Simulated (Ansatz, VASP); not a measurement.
## One calculation of CdF2, two programs

INCAR

```
ALGO     = Normal         # electronic algorithm
EDIFF    = 1E-8           # SCF threshold, eV
ENCUT    = 520            # plane-wave cutoff, eV
GGA      = PE             # functional
ISIF     = 2              # what is computed and relaxed
ISMEAR   = -1             # smearing method
LASPH    = T              # aspherical terms in the spheres
LCHARG   = F              # write CHGCAR
LEFG     = T            
LREAL    = F              # projectors in reciprocal space
LWAVE    = F              # write WAVECAR
NBANDS   = 20             # bands
NELM     = 80             # most SCF steps
PREC     = Accurate       # precision mode
SIGMA    = 0.03           # smearing width, eV
```

KPOINTS

```
k-points
0
Gamma
  10 10 10
```

The input POSCAR:

```
CdF2
1.0
    0.0000000000      2.6940000000      2.6940000000
    2.6940000000      0.0000000000      2.6940000000
    2.6940000000      2.6940000000      0.0000000000
Cd F
1 2
Direct
    0.0000000000      0.0000000000      0.0000000000
    0.2500000000      0.2500000000      0.2500000000
    0.7500000000      0.7500000000      0.7500000000
```

Input for Ansatz:

```yaml
crystal:
  lattice:
    - [0.0, 2.694, 2.694]
    - [2.694, 0.0, 2.694]
    - [2.694, 2.694, 0.0]
  atoms:
    - { symbol: Cd, position: [0.0, 0.0, 0.0] }
    - { symbol: F, position: [0.25, 0.25, 0.25] }
    - { symbol: F, position: [0.75, 0.75, 0.75] }
kpoints:
  mp_grid: { grid: [10, 10, 10] }
  band_path:
    path:
      - [0.0, 0.0, 0.0]
      - [0.5, 0.0, 0.5]
      - [0.625, 0.25, 0.625]
      - [0.375, 0.375, 0.75]
      - [0.0, 0.0, 0.0]
      - [0.5, 0.5, 0.5]
      - [0.5, 0.25, 0.75]
      - [0.5, 0.0, 0.5]
    npoints: 8
scf:
  occupations: { method: fermi_dirac, width: 0.03 }
hamiltonian:
  xc: pbe
  pseudopotentials: { kind: paw }
output:
  forces: true
  stress: true
  eigenvalues: true
  efg: { contact_densities: true }
  populations: true
  bader: true
  dos: { projected: true, de: 0.2, e_range: [-14, 8] }
```

Alike in both runs: task electric field gradients; functional PBE; k mesh 10 × 10 × 10; occupations fermi-dirac, width 0.03 eV; no spin polarisation.

|  | VASP | Ansatz |
| --- | --- | --- |
| version | VASP 6.6.1 | Ansatz 0.2.0 |
| potentials or method | VASP PAW PBE potentials, release 64 (Cd, F) | PAW with Ansatz's default frozen-core files, scalar-relativistic |
| plane-wave cutoff (eV) | 520 | 420 |
| valence electrons in the cell | 26 | 34 |

Ansatz gave:

```
gap on the k mesh at the Fermi level (eV) : 3.11
pressure (GPa)                            : 5.5
```

Problem. What did VASP give for the same quantities?

Solution. gap on the k mesh at the Fermi level (eV): 3.08; pressure (GPa): 6.2.

VASP's potentials hold 26 valence electrons a cell and Ansatz's 34, so a difference there can come from the potentials and not from the codes.
